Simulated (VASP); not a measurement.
# AlN (P6_3mc) in VASP: relaxation of shape and atoms at fixed volume with HSE06

Aim: the relaxation of shape and atoms at fixed volume of AlN with HSE06.

Program: VASP 6.6.1. These are calculated values, not measurements. Logs are shortened: lines on timing, memory, paths and dates and some standing lists are left out, and cuts for length are marked.

### Step 1. The cell of the first run

Symmetry: P6_3mc, No. 186, hexagonal system. Conventional cell: a = 3.136 Å, b = 3.136 Å, c = 5.018 Å, α = 90.00°, β = 90.00°, γ = 120.00°. Within 2.5 Å of Al (site symmetry 3m) lie 4 N at 1.90 to 1.92 Å. N (site symmetry 3m) has 4 Al at 1.90 to 1.92 Å within 2.5 Å.

### Step 2. Relaxation of shape and atoms at fixed volume, HSE06 (10.68 Å³/atom)

Contents of POSCAR:

```
AlN
1.0
    3.1359505473      0.0000000000      0.0000000000
   -1.5679752737      2.7158128390      0.0000000000
    0.0000000000      0.0000000000      5.0176944010
Al N
2 2
Direct
    0.3333333333      0.6666666667     -0.0010252725
    0.6666666667      0.3333333333      0.4989747275
    0.3333333333      0.6666666667      0.3810252725
    0.6666666667      0.3333333333      0.8810252725
```

Contents of INCAR.step1:

```
ALGO     = Normal         # electronic algorithm
EDIFF    = 1E-5           # SCF threshold, eV
EDIFFG   = -0.005         # ionic threshold
ENCUT    = 600            # plane-wave cutoff, eV
GGA      = PE             # functional
GGA_COMPAT= F            
IBRION   = 2              # ionic algorithm
ISIF     = 3              # what is computed and relaxed
ISMEAR   = 0              # smearing method
KPAR     = 4            
LASPH    = T              # aspherical terms in the spheres
LCHARG   = F              # write CHGCAR
LREAL    = F              # projectors in reciprocal space
LWAVE    = T              # write WAVECAR
NBANDS   = 16             # bands
NELM     = 120            # most SCF steps
NELMIN   = 4            
NSW      = 100            # ionic steps
PREC     = Accurate       # precision mode
SIGMA    = 0.02           # smearing width, eV
```

Contents of INCAR.step2:

```
ALGO     = Normal         # electronic algorithm
EDIFF    = 1E-7           # SCF threshold, eV
EDIFFG   = -0.01          # ionic threshold
ENCUT    = 600            # plane-wave cutoff, eV
GGA      = PE             # functional
GGA_COMPAT= F            
HFSCREEN = 0.2079         # screening, 1/A
IBRION   = 2              # ionic algorithm
ISIF     = 4              # what is computed and relaxed
ISMEAR   = 0              # smearing method
ISTART   = 1            
KPAR     = 4            
LASPH    = T              # aspherical terms in the spheres
LCHARG   = F              # write CHGCAR
LHFCALC  = T              # exact exchange
LREAL    = F              # projectors in reciprocal space
LWAVE    = F              # write WAVECAR
NELM     = 120            # most SCF steps
NELMIN   = 4            
NSW      = 50             # ionic steps
PREC     = Accurate       # precision mode
PRECFOCK = Normal       
SIGMA    = 0.02           # smearing width, eV
```

Contents of KPOINTS:

```
k-points
0
Gamma
  6 6 4
```

Potentials or basis: VASP PAW PBE potentials, release 64 (Al, N).

Launch:

```bash
$ cat potpaw_PBE.64/Al/POTCAR potpaw_PBE.64/N/POTCAR > POTCAR
$ cp INCAR.step1 INCAR
$ mpirun -np 4 vasp_std > vasp.out
$ cp INCAR.step2 INCAR
$ mpirun -np 4 vasp_std > vasp.out
```

OUTCAR:

```text
EDIFF = 1E-7
   EDIFFG = -0.01
   ENCUT = 600
   GGA = PE
   HFSCREEN = 0.2079
   IBRION = 2
   ISIF = 4
   ISMEAR = 0
   ISTART = 1
   LASPH = T
   LHFCALC = T
   LREAL = F
   NELM = 120
   NELMIN = 4
   NSW = 50
   PREC = Accurate
   PRECFOCK = Normal

 ion  position               nearest neighbor table
   1  0.333  0.667  0.999-   4 1.90   4 1.90   4 1.90   3 1.92   2 3.09   2 3.09   2 3.09   2 3.09
                             2 3.09   2 3.09
   2  0.667  0.333  0.499-   3 1.90   3 1.90   3 1.90   4 1.92   1 3.09   1 3.09   1 3.09   1 3.09
                             1 3.09   1 3.09
   3  0.333  0.667  0.381-   2 1.90   2 1.90   2 1.90   1 1.92
   4  0.667  0.333  0.881-   1 1.90   1 1.90   1 1.90   2 1.92

  LATTYP: Found a hexagonal cell.
 ALAT       =     3.1359505473
 C/A-ratio  =     1.6000553342

  Lattice vectors:

 A1 = (   3.1359505473,   0.0000000000,   0.0000000000)
 A2 = (  -1.5679752737,   2.7158128390,   0.0000000000)
 A3 = (   0.0000000000,   0.0000000000,   5.0176944010)

Analysis of symmetry for initial positions (statically):
=====================================================================
 Subroutine PRICEL returns:
 Original cell was already a primitive cell.

 Routine SETGRP: Setting up the symmetry group for a
 hexagonal supercell.

 Subroutine GETGRP returns: Found 12 space group operations
 (whereof  6 operations were pure point group operations)
 out of a pool of 24 trial point group operations.

The static configuration has the point symmetry C_3v.
 The point group associated with its full space group is C_6v.

Analysis of symmetry for dynamics (positions and initial velocities):
=====================================================================
 Subroutine PRICEL returns:
 Original cell was already a primitive cell.

 Routine SETGRP: Setting up the symmetry group for a
 hexagonal supercell.

 Subroutine GETGRP returns: Found 12 space group operations
 (whereof  6 operations were pure point group operations)
 out of a pool of 24 trial point group operations.

The dynamic configuration has the point symmetry C_3v.
 The point group associated with its full space group is C_6v.

 Subroutine INISYM returns: Found 12 space group operations
 (whereof  6 operations are pure point group operations),
 and found     1 'primitive' translations

----------------------------------------------------------------------------------------

                                     Primitive cell

  volume of cell :      42.7340

  direct lattice vectors                    reciprocal lattice vectors
     3.135950547  0.000000000  0.000000000     0.318882580  0.184106943  0.000000000
    -1.567975274  2.715812839  0.000000000     0.000000000  0.368213886  0.000000000
     0.000000000  0.000000000  5.017694401     0.000000000  0.000000000  0.199294720

  length of vectors
     3.135950547  3.135950547  5.017694401     0.368213886  0.368213886  0.199294720

  position of ions in fractional coordinates (direct lattice)
     0.333333333  0.666666667  0.998974727
     0.666666667  0.333333333  0.498974727
     0.333333333  0.666666667  0.381025272
     0.666666667  0.333333333  0.881025272

  ion indices of the primitive-cell ions
   primitive index   ion index
                 1           1
                 2           2
                 3           3
                 4           4

----------------------------------------------------------------------------------------

 KPOINTS: k-points

Automatic generation of k-mesh.
 Grid dimensions read from file:
 generate k-points for:    6    6    4

 Generating k-lattice:

  Cartesian coordinates                     Fractional coordinates (reciprocal lattice)
     0.053147097  0.030684491  0.000000000     0.166666667  0.000000000  0.000000000
     0.000000000  0.061368981  0.000000000     0.000000000  0.166666667  0.000000000
     0.000000000  0.000000000  0.049823680     0.000000000  0.000000000  0.250000000

  Length of vectors
     0.061368981  0.061368981  0.049823680

  Shift w.r.t. Gamma in fractional coordinates (k-lattice)
     0.000000000  0.000000000  0.000000000

 Subroutine IBZKPT returns following result:
 ===========================================

 Found     21 irreducible k-points:

 Following reciprocal coordinates:
            Coordinates               Weight
  0.000000  0.000000  0.000000      1.000000
  0.166667  0.000000  0.000000      6.000000
  0.333333  0.000000  0.000000      6.000000
  0.500000  0.000000  0.000000      3.000000
  0.166667  0.166667  0.000000      6.000000
  0.333333  0.166667  0.000000     12.000000
[... 13 lines left out ...]
  0.333333  0.166667  0.500000     12.000000
  0.333333  0.333333  0.500000      2.000000
   k-points           NKPTS =     21   k-points in BZ     NKDIM =    144   number of bands    NBANDS=     12
   number of dos      NEDOS =    301   number of ions     NIONS =      4
   total plane-waves  NPLWV =  31360
   dimension x,y,z NGX =    28 NGY =   28 NGZ =   40
   dimension x,y,z NGXF=    56 NGYF=   56 NGZF=   80
   ions per type =               2   2
   NGX,Y,Z   is equivalent  to a cutoff of  14.84, 14.84, 13.25 a.u.
   NGXF,Y,Z  is equivalent  to a cutoff of  29.69, 29.69, 26.51 a.u.
 SYSTEM =  unknown system
   PREC   = accura    normal or accurate (medium, high low for compatibility)
   ISTART =      1    job   : 0-new  1-cont  2-samecut
   ICHARG =      0    charge: 1-file 2-atom 10-const
   ISPIN  =      1    spin polarized calculation?
   LNONCOLLINEAR =      F non collinear calculations
   LSORBIT =      F    spin-orbit coupling
   LASPH  =      T    aspherical Exc in radial PAW
   ENCUT  =  600.0 eV  44.10 Ry    6.64 a.u.   6.26  6.26 10.02*2*pi/ulx,y,z
   NELM   =    120;   NELMIN=  4; NELMDL=  0     # of ELM steps
   EDIFF  = 0.1E-06   stopping-criterion for ELM
   LREAL  =      F    real-space projection
   EDIFFG = -.1E-01   stopping-criterion for IOM
   NSW    =     50    number of steps for IOM
   IBRION =      2    ionic relax: 0-MD 1-quasi-New 2-CG
   NFREE  =      1    steps in history (QN), initial steepest desc. (CG)
   ISIF   =      4    stress and relaxation
   ISYM   =      3    0-nonsym 1-usesym 2-fastsym
   POTIM  = 0.5000    time-step for ionic-motion
   TEBEG  =    0.0;   TEEND  =   0.0 temperature during run
   PSTRESS=    0.0 pullay stress
   NELECT =      16.0000    total number of electrons
   NUPDOWN=      -1.0000    fix difference up-down
   EMIN   =  10.00;   EMAX   =-10.00  energy-range for DOS
   EFERMI =   0.00;   METHOD = LEGACY
   ISMEAR =     0;   SIGMA  =   0.02  broadening in eV -4-tet -1-fermi 0-gaus
   EFERMI_NEDOS =   21; number of points for ismear=-14 and -15
   IALGO  =     38    algorithm
   IMIX   =      1    mixing-type and parameters
     AMIX     =   0.40;   BMIX     =  1.00
     AMIX_MAG =   1.60;   BMIX_MAG =  1.00
  volume/ion in A,a.u.               =      10.68        72.10
  Fermi-wavevector in a.u.,A,eV,Ry     =   1.179932  2.229749 18.942577  1.392240
  Thomas-Fermi vector in A             =   2.316234
   LORBIT       =      0    0 simple, 1 ext, 2 COOP (PROOUT), +10 PAW based schemes
   GGA     = PE    functional components
   LHFCALC =     T    Hartree Fock is set to
   PRECFOCK=normal    Normal, Fast or Accurate (Low or Medium for compatibility)
   ENCUT4O =  -1.0   cutoff for four orbital integrals eV
   NKREDX  =     1    reduce k-point grid by
   NKREDY  =     1    reduce k-point grid by
   NKREDZ  =     1    reduce k-point grid by
   AEXX    =    0.2500 exact exchange contribution
   HFSCREEN=    0.2079 screening length (either q_TF or 0.3 A-1)
   HFSCREENC=   0.2079 screening length for correlation (either q_TF or 0.3 A-1)
   ENCUTFOCK=  -1.0 apply spherical cutoff to Coloumb kernel
   IVDW    =     0    specifies the selected vdW correction
   LEPSILON=     F    determine dielectric tensor
   LRPA    =     F    only Hartree local field effects (RPA)
 conjugate gradient relaxation of ions
 non-spin polarized calculation
 Gauss-broadening in eV      SIGMA  =   0.02
  energy-cutoff  :      600.00
  volume of cell :       42.73
 maximum number of plane-waves:      1448
 NGX is ok and might be reduce to    28
  NGX = 20; NGY = 20; NGZ = 32

--------------------------------------- Ionic step        1  -------------------------------------------

 number of electron      15.9999999 magnetization

 Free energy of the ion-electron system (eV)
  ---------------------------------------------------
  ext. energy  EPLUGINS =         0.00000000
  ---------------------------------------------------
  free energy    TOTEN  =       -34.87070410 eV

  energy without entropy =      -34.87070410  energy(sigma->0) =      -34.87070410

------------------------ aborting loop because EDIFF is reached ----------------------------------------

  FORCE on cell =-STRESS in cart. coord.  units (eV):
  Direction    XX          YY          ZZ          XY          YZ          ZX
  --------------------------------------------------------------------------------------
  -------------------------------------------------------------------------------------
  Total       -1.6962715     -1.6962715     -1.5515983      0.0000000      0.0000000      0.0000000
  in kB      -63.5964227    -63.5964227    -58.1723510      0.0000000      0.0000000      0.0000000
  external PRESSURE =     -61.7883988 kB  Pullay stress =       0.0000000 kB
[... 99 lines left out ...]
  energy  without entropy=      -34.8708499015  energy(sigma->0) =      -34.87084990

--------------------------------------- Ionic step        4  -------------------------------------------

 number of electron      15.9999999 magnetization

 Free energy of the ion-electron system (eV)
  ---------------------------------------------------
  ext. energy  EPLUGINS =         0.00000000
  ---------------------------------------------------
  free energy    TOTEN  =       -34.87086024 eV

  energy without entropy =      -34.87086024  energy(sigma->0) =      -34.87086024

 E-fermi :   5.1113     XC(G=0):  -8.9185

 val. band max:        5.0242814652   @ k =   0.0000   0.0000   0.0000
 cond. band min:      10.3688566510   @ k =   0.0000   0.0000   0.0000
 fundamental gap:      5.3445751858
 Fermi energy:         5.1112933589

 k-point     1 :       0.0000    0.0000    0.0000
  band No.  band energies     occupation
      1     -11.5250      2.00000
      2      -9.3186      2.00000
      3      -1.3683      2.00000
      4       4.0999      2.00000
      5       4.0999      2.00000
      6       4.8136      2.00000
      7       4.8136      2.00000
      8       5.0243      2.00000
      9      10.3689      0.00000
     10      12.9558      0.00000
     11      17.2818      0.00000
     12      17.6317      0.00000
[... 329 lines left out ...]
  FREE ENERGIE OF THE ION-ELECTRON SYSTEM (eV)
  ---------------------------------------------------
  free  energy   TOTEN  =       -34.8708602381 eV

  energy  without entropy=      -34.8708602381  energy(sigma->0) =      -34.87086024

 reached required accuracy - stopping structural energy minimisation
```

It took 17 min on 4 MPI ranks of Intel Xeon Platinum 8559C (Emerald Rapids), shared host; peak memory 0.27 GiB.

What came out:

- Free energy: -34.8709 eV
- Energy gained by relaxing: 0.0 meV/atom
- Ionic steps: 4
- Pressure after relaxing: -6.1 GPa
- Largest force after relaxing: 0.009 eV/Å
- Band gap on the k mesh: 5.34 eV

Forces on the atoms (eV/Å):
```
Al   0.000  0.000 -0.009
Al   0.000  0.000 -0.009
N    0.000  0.000  0.009
N    0.000  0.000  0.009
```

The path:
| step | energy change (eV) | largest force (eV/Å) | pressure (GPa) | volume (Å³) |
| --- | --- | --- | --- | --- |
| 1 | 0.0000 | 0.0152 | -6.18 | 42.73 |
| 2 | -0.0001 | 0.0150 | -6.16 | 42.73 |
| 3 | -0.0001 | 0.0148 | -6.15 | 42.73 |
| 4 | -0.0002 | 0.0095 | -6.14 | 42.73 |

Final structure:
```yaml
crystal:
  lattice:
    - [3.13334, 0.00000, 0.00000]
    - [-1.56667, 2.71355, 0.00000]
    - [0.00000, 0.00000, 5.02607]
  atoms:
    - { symbol: Al, position: [0.33333, 0.66667, 0.99939] }
    - { symbol: Al, position: [0.66667, 0.33333, 0.49939] }
    - { symbol: N, position: [0.33333, 0.66667, 0.38061] }
    - { symbol: N, position: [0.66667, 0.33333, 0.88061] }
```

Caveat: the PAW data sets were made with another functional, which shifts forces and pressure a little.
